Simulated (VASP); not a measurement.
# Ir (Fm-3m) in VASP: a series of runs

The runs below take Ir through single point, with HSE06.

Everything below comes from runs of VASP 6.6.1. Logs are shortened: lines on timing, memory, paths and dates and some standing lists are left out, and cuts for length are marked.

### 1 The cell of the first run

Symmetry: Fm-3m, No. 225, cubic system. Conventional cell: a = 3.804 Å, b = 3.804 Å, c = 3.804 Å, α = 90.00°, β = 90.00°, γ = 90.00°. Ir (site symmetry m-3m) has 12 Ir at 2.69 Å within 3.5 Å.

### 2 Single point, HSE06

Input file POSCAR:

```
Ir
1.0
    0.0000000000      1.9021970528      1.9021970528
    1.9021970528      0.0000000000      1.9021970528
    1.9021970528      1.9021970528      0.0000000000
Ir
1
Direct
    0.0000000000      0.0000000000      0.0000000000
```

Input file INCAR.step1:

```
SYSTEM = Ir
PREC = Accurate
ENCUT = 520
EDIFF = 1E-5
ISMEAR = -1
SIGMA = 0.1
LREAL = .FALSE.
LASPH = .TRUE.
NELM = 100
ALGO = Normal
ISIF = 2
LWAVE = .TRUE.
GGA = PE
NBANDS = 10
```

Input file INCAR.step2:

```
SYSTEM = Ir
PREC = Accurate
ENCUT = 520
EDIFF = 1E-7
ISMEAR = -1
SIGMA = 0.1
LREAL = .FALSE.
LASPH = .TRUE.
NELM = 100
ALGO = Normal
ISIF = 2
LWAVE = .FALSE.
LCHARG = .TRUE.
GGA = PE
LHFCALC = .TRUE.
HFSCREEN = 0.2079
PRECFOCK = Normal
LELF = .TRUE.
LVHAR = .TRUE.
ISTART = 1
NBANDS = 10
```

Input file KPOINTS:

```
regular mesh
0
G
  6 6 6
  0 0 0
```

Potentials or basis: VASP PAW PBE potentials, release 64 (Ir).

Command:

```bash
$ cat potpaw_PBE.64/Ir/POTCAR > POTCAR
$ cp INCAR.step1 INCAR
$ mpirun -np 1 vasp_std > vasp.out
$ cp INCAR.step2 INCAR
$ mpirun -np 1 vasp_std > vasp.out
```

OUTCAR:

```text
SYSTEM = Ir
   PREC = Accurate
   ENCUT = 520
   EDIFF = 1E-7
   ISMEAR = -1
   LREAL = .FALSE.
   LASPH = .TRUE.
   NELM = 100
   ISIF = 2
   GGA = PE
   LHFCALC = .TRUE.
   HFSCREEN = 0.2079
   PRECFOCK = Normal
   ISTART = 1

 ion  position               nearest neighbor table
   1  0.000  0.000  0.000-

  LATTYP: Found a face centered cubic cell.
 ALAT       =     3.8043941056

  Lattice vectors:

 A1 = (   0.0000000000,   1.9021970528,   1.9021970528)
 A2 = (   1.9021970528,   0.0000000000,   1.9021970528)
 A3 = (   1.9021970528,   1.9021970528,   0.0000000000)

Analysis of symmetry for initial positions (statically):
=====================================================================
 Subroutine PRICEL returns:
 Original cell was already a primitive cell.

 Routine SETGRP: Setting up the symmetry group for a
 face centered cubic supercell.

 Subroutine GETGRP returns: Found 48 space group operations
 (whereof 48 operations were pure point group operations)
 out of a pool of 48 trial point group operations.

The static configuration has the point symmetry O_h .

Analysis of symmetry for dynamics (positions and initial velocities):
=====================================================================
 Subroutine PRICEL returns:
 Original cell was already a primitive cell.

 Routine SETGRP: Setting up the symmetry group for a
 face centered cubic supercell.

 Subroutine GETGRP returns: Found 48 space group operations
 (whereof 48 operations were pure point group operations)
 out of a pool of 48 trial point group operations.

The dynamic configuration has the point symmetry O_h .

 Subroutine INISYM returns: Found 48 space group operations
 (whereof 48 operations are pure point group operations),
 and found     1 'primitive' translations

----------------------------------------------------------------------------------------

                                     Primitive cell

  volume of cell :      13.7656

  direct lattice vectors                    reciprocal lattice vectors
     0.000000000  1.902197053  1.902197053    -0.262853945  0.262853945  0.262853945
     1.902197053  0.000000000  1.902197053     0.262853945 -0.262853945  0.262853945
     1.902197053  1.902197053  0.000000000     0.262853945  0.262853945 -0.262853945

[... 80 lines left out ...]
   POTIM  = 0.5000    time-step for ionic-motion
   TEBEG  =    0.0;   TEEND  =   0.0 temperature during run
   PSTRESS=    0.0 pullay stress
   NELECT =       9.0000    total number of electrons
   NUPDOWN=      -1.0000    fix difference up-down
   EMIN   =  10.00;   EMAX   =-10.00  energy-range for DOS
   EFERMI =   0.00;   METHOD = LEGACY
   ISMEAR =    -1;   SIGMA  =   0.10  broadening in eV -4-tet -1-fermi 0-gaus
   EFERMI_NEDOS =   21; number of points for ismear=-14 and -15
   IALGO  =     38    algorithm
   IMIX   =      1    mixing-type and parameters
     AMIX     =   0.40;   BMIX     =  1.00
     AMIX_MAG =   1.60;   BMIX_MAG =  1.00
  volume/ion in A,a.u.               =      13.77        92.90
  Fermi-wavevector in a.u.,A,eV,Ry     =   1.420878  2.685070 27.468730  2.018895
  Thomas-Fermi vector in A             =   2.541747
   LORBIT       =      0    0 simple, 1 ext, 2 COOP (PROOUT), +10 PAW based schemes
   GGA     = PE    functional components
   LHFCALC =     T    Hartree Fock is set to
   PRECFOCK=normal    Normal, Fast or Accurate (Low or Medium for compatibility)
   ENCUT4O =  -1.0   cutoff for four orbital integrals eV
   NKREDX  =     1    reduce k-point grid by
   NKREDY  =     1    reduce k-point grid by
   NKREDZ  =     1    reduce k-point grid by
   AEXX    =    0.2500 exact exchange contribution
   HFSCREEN=    0.2079 screening length (either q_TF or 0.3 A-1)
   HFSCREENC=   0.2079 screening length for correlation (either q_TF or 0.3 A-1)
   ENCUTFOCK=  -1.0 apply spherical cutoff to Coloumb kernel
   IVDW    =     0    specifies the selected vdW correction
   LEPSILON=     F    determine dielectric tensor
   LRPA    =     F    only Hartree local field effects (RPA)
 non-spin polarized calculation
  energy-cutoff  :      520.00
  volume of cell :       13.77
 maximum number of plane-waves:       388
  NGX = 16; NGY = 16; NGZ = 16

 number of electron       9.0000001 magnetization

 Free energy of the ion-electron system (eV)
  ---------------------------------------------------
  ext. energy  EPLUGINS =         0.00000000
  ---------------------------------------------------
  free energy    TOTEN  =       -10.09294317 eV

  energy without entropy =      -10.05797102  energy(sigma->0) =      -10.07545709

 E-fermi :  10.0749     XC(G=0): -11.4901

 val. band max:        9.9358824998   @ k =   0.5000   0.3333   0.1667
 cond. band min:      10.2026132526   @ k =   0.3333   0.0000   0.0000
 fundamental gap:      0.2667307528
 Fermi energy:        10.0748528689

 k-point     1 :       0.0000    0.0000    0.0000
  band No.  band energies     occupation
      1      -2.0529      2.00000
      2       5.8014      2.00000
      3       5.8014      2.00000
      4       5.8014      2.00000
      5       8.7136      2.00000
      6       8.7136      2.00000
      7      25.9573      0.00000
      8      31.9393      0.00000
      9      31.9393      0.00000
     10      31.9393      0.00000
[... 183 lines left out ...]
 k-point    16 :      -0.3333    0.5000    0.1667
  band No.  band energies     occupation
      1       2.3948      2.00000
      2       3.1836      2.00000
      3       6.8911      2.00000
      4       9.0649      1.99992
      5      12.3819      0.00000
      6      18.2698      0.00000
      7      20.4033      0.00000
      8      22.4003      0.00000
      9      25.1194      0.00000
     10      37.2336      0.00000

------------------------ aborting loop because EDIFF is reached ----------------------------------------

  FORCE on cell =-STRESS in cart. coord.  units (eV):
  Direction    XX          YY          ZZ          XY          YZ          ZX
  --------------------------------------------------------------------------------------
  -------------------------------------------------------------------------------------
  Total        0.8656937      0.8656937      0.8656937      0.0000000      0.0000000     -0.0000000
  in kB      100.7577177    100.7577177    100.7577177      0.0000000      0.0000000     -0.0000000
  external PRESSURE =     100.7577177 kB  Pullay stress =       0.0000000 kB

 VOLUME and BASIS-vectors are now :
 -----------------------------------------------------------------------------
  energy-cutoff  :      520.00
  volume of cell :       13.77
      direct lattice vectors                 reciprocal lattice vectors
     0.000000000  1.902197053  1.902197053    -0.262853945  0.262853945  0.262853945
     1.902197053  0.000000000  1.902197053     0.262853945 -0.262853945  0.262853945
     1.902197053  1.902197053  0.000000000     0.262853945  0.262853945 -0.262853945

 POSITION                                       TOTAL-FORCE (eV/Angst)
 -----------------------------------------------------------------------------------
      0.00000      0.00000      0.00000        -0.000000     -0.000000     -0.000000
 -----------------------------------------------------------------------------------
    total drift:                               -0.000001     -0.000036     -0.000010

  FREE ENERGIE OF THE ION-ELECTRON SYSTEM (eV)
  ---------------------------------------------------
  free  energy   TOTEN  =       -10.0929431722 eV

  energy  without entropy=      -10.0579710154  energy(sigma->0) =      -10.07545709
```

Wall time 7.4 min (1 thread of AMD EPYC 7R43 (Zen 3), shared host); peak memory 0.18 GiB.

What came out:

```yaml
Free_energy: -10.0929 eV
Pressure: 10.1 GPa
```

Levels at points of the mesh, in eV from the Fermi level:
| k point | band 1 | band 2 | band 3 | band 4 | band 5 | band 6 | band 7 | band 8 | band 9 |
| --- | --- | --- | --- | --- | --- | --- | --- | --- | --- |
| (0.00, 0.00, 0.00) | -12.13 | -4.27 | -4.27 | -4.27 | -1.36 | -1.36 | 15.88 | 21.86 | 21.86 |
| (0.50, 0.00, 0.00) | -8.95 | -4.52 | -4.52 | -0.54 | 1.54 | 1.54 | 9.07 | 15.39 | 21.95 |
| (0.50, 0.50, 0.00) | -8.92 | -8.20 | 1.18 | 2.28 | 2.28 | 2.30 | 12.61 | 13.34 | 13.34 |

Caveat: the k points lie up to 0.48 Å⁻¹ apart; the PAW data sets were made with another functional, which shifts forces and pressure a little; spin-orbit coupling is left out, which moves the levels of the heavy elements.

### 3 Single point, HSE06

POSCAR is that of step 2.

Input file INCAR.step1:

```
PREC     = Accurate       # precision mode
ENCUT    = 520            # plane-wave cutoff, eV
EDIFF    = 1E-5           # SCF threshold, eV
ISMEAR   = -1             # smearing method
SIGMA    = 0.1            # smearing width, eV
LREAL    = False          # projectors in reciprocal space
LASPH    = True           # aspherical terms in the spheres
NELM     = 100            # most SCF steps
ALGO     = Normal         # electronic algorithm
ISIF     = 2              # what is computed and relaxed
LWAVE    = True           # write WAVECAR
NBANDS   = 10             # bands
GGA      = PE             # functional
```

Input file INCAR.step2:

```
PREC     = Accurate       # precision mode
ENCUT    = 520            # plane-wave cutoff, eV
EDIFF    = 1E-6           # SCF threshold, eV
ISMEAR   = -1             # smearing method
SIGMA    = 0.1            # smearing width, eV
LREAL    = False          # projectors in reciprocal space
LASPH    = True           # aspherical terms in the spheres
NELM     = 100            # most SCF steps
ALGO     = Normal         # electronic algorithm
ISIF     = 2              # what is computed and relaxed
LWAVE    = False          # write WAVECAR
LCHARG   = True           # write CHGCAR
GGA      = PE             # functional
LHFCALC  = True           # exact exchange
HFSCREEN = 0.2079         # screening, 1/A
PRECFOCK = Normal       
LELF     = True           # ELF
LVHAR    = True         
NBANDS   = 10             # bands
ISTART   = 1
```

Input file KPOINTS:

```
regular mesh
0
Gamma
  6 6 6
```

Potentials or basis: VASP PAW PBE potentials, release 64 (Ir).

Command:

```bash
$ cat potpaw_PBE.64/Ir/POTCAR > POTCAR
$ cp INCAR.step1 INCAR
$ mpirun -np 1 vasp_std > vasp.out
$ cp INCAR.step2 INCAR
$ mpirun -np 1 vasp_std > vasp.out
```

Run time: 7.6 min. Hardware: 1 thread of AMD EPYC 7R43 (Zen 3), shared host; peak memory 0.19 GiB.

Results (log left out):

```yaml
Free_energy: -10.0929 eV
Pressure: 10.1 GPa
```

Levels at points of the mesh, in eV from the Fermi level:
| k point | band 1 | band 2 | band 3 | band 4 | band 5 | band 6 | band 7 | band 8 | band 9 |
| --- | --- | --- | --- | --- | --- | --- | --- | --- | --- |
| (0.00, 0.00, 0.00) | -12.13 | -4.27 | -4.27 | -4.27 | -1.36 | -1.36 | 15.88 | 21.86 | 21.86 |
| (0.50, 0.00, 0.00) | -8.95 | -4.52 | -4.52 | -0.54 | 1.54 | 1.54 | 9.07 | 15.39 | 21.95 |
| (0.50, 0.50, 0.00) | -8.92 | -8.20 | 1.18 | 2.28 | 2.28 | 2.30 | 12.61 | 13.34 | 13.34 |

Caveat: the k points lie up to 0.48 Å⁻¹ apart; the PAW data sets were made with another functional, which shifts forces and pressure a little; spin-orbit coupling is left out, which moves the levels of the heavy elements.
